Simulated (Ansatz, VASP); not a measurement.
SiC: VASP beside Ansatz

INCAR

```
SYSTEM = SiC
PREC = Accurate ; ENCUT = 520
EDIFF = 1E-7 ; ISMEAR = 0
SIGMA = 0.05 ; LREAL = .FALSE.
LASPH = .TRUE. ; NELM = 60
ALGO = Normal ; ISIF = 2
LWAVE = .FALSE. ; LCHARG = .FALSE.
GGA = PE ; NBANDS = 36
```

The input KPOINTS:

```
regular mesh
0
G
  10 10 2
  0 0 0
```

The input POSCAR:

```
SiC
1.0
    2.1898640950     -2.1898640950      0.0000000000
    2.1898640950      0.0000000000     -2.1898640950
    8.5862512991      8.5862512991      8.5862512991
Si C
6 6
Direct
    1.0000000000      0.0000000000      0.4037842260
    0.3333333333      0.3333333333      0.2337554969
    0.6666666667      0.6666666667      0.5738129552
    1.0000000000      1.0000000000      0.9138704135
    0.3333333333      0.3333333333      0.7438416843
    0.6666666667      0.6666666667      0.0637267677
    0.6666666667      0.6666666667      0.4462914083
    0.0000000000      0.0000000000      0.2762626791
    0.3333333333      0.3333333333      0.6163201375
    0.6666666667      0.6666666667      0.9563775958
    0.0000000000      0.0000000000      0.7863488666
    0.3333333333      0.3333333333      0.1062339500
```

Input for Ansatz:

```yaml
crystal:
  lattice:
    - [2.189864095, -2.189864095, 0.0]
    - [2.189864095, 0.0, -2.189864095]
    - [8.5862512991, 8.5862512991, 8.5862512991]
  atoms:
    - { symbol: Si, position: [1.0, 0.0, 0.403784226] }
    - { symbol: Si, position: [0.3333333333, 0.3333333333, 0.2337554969] }
    - { symbol: Si, position: [0.6666666667, 0.6666666667, 0.5738129552] }
    - { symbol: Si, position: [1.0, 1.0, 0.9138704135] }
    - { symbol: Si, position: [0.3333333333, 0.3333333333, 0.7438416843] }
    - { symbol: Si, position: [0.6666666667, 0.6666666667, 0.0637267677] }
    - { symbol: C, position: [0.6666666667, 0.6666666667, 0.4462914083] }
    - { symbol: C, position: [0.0, 0.0, 0.2762626791] }
    - { symbol: C, position: [0.3333333333, 0.3333333333, 0.6163201375] }
    - { symbol: C, position: [0.6666666667, 0.6666666667, 0.9563775958] }
    - { symbol: C, position: [0.0, 0.0, 0.7863488666] }
    - { symbol: C, position: [0.3333333333, 0.3333333333, 0.10623395] }
basis:
  ecutwfc: 420
kpoints:
  mp_grid: { grid: [10, 10, 2] }
hamiltonian:
  xc: pbe
scf:
  occupations: { method: gaussian, width: 0.05 }
output:
  forces: true
  stress: true
  eigenvalues: true
```

Alike in both runs: task single point; functional PBE; k mesh 10 × 10 × 2; occupations gaussian, width 0.05 eV; no spin polarisation.

|  | VASP | Ansatz |
| --- | --- | --- |
| version | VASP 6.6.1 | Ansatz 0.2.0 |
| potentials or method | VASP PAW PBE potentials, release 64 (Si, C), cutoff 520 eV | scalar-relativistic, plane waves, PAW |
| valence electrons in the cell | 48 | 48 |

VASP gave:

| Item | Value |
| --- | --- |
| gap on the k mesh at the Fermi level (eV) | 1.02 |
| least direct gap on the mesh (eV) | 2.07 |
| pressure (GPa) | 7.3 |
| traceless stress, the component that is largest in VASP (GPa) | 6.93 |
| rms of the force components (eV/Å) | 2.155 |

**Question.** Estimate Ansatz's values.

**Answer.** gap on the k mesh at the Fermi level (eV): 1.01; least direct gap on the mesh (eV): 2.07; pressure (GPa): 7.4; traceless stress, the component that is largest in VASP (GPa): 6.92; rms of the force components (eV/Å): 2.165.

Atom by atom the forces differ by 0.011 eV/Å (rms over components). With one functional, cell and mesh, what is left measures potentials, basis and numerics.
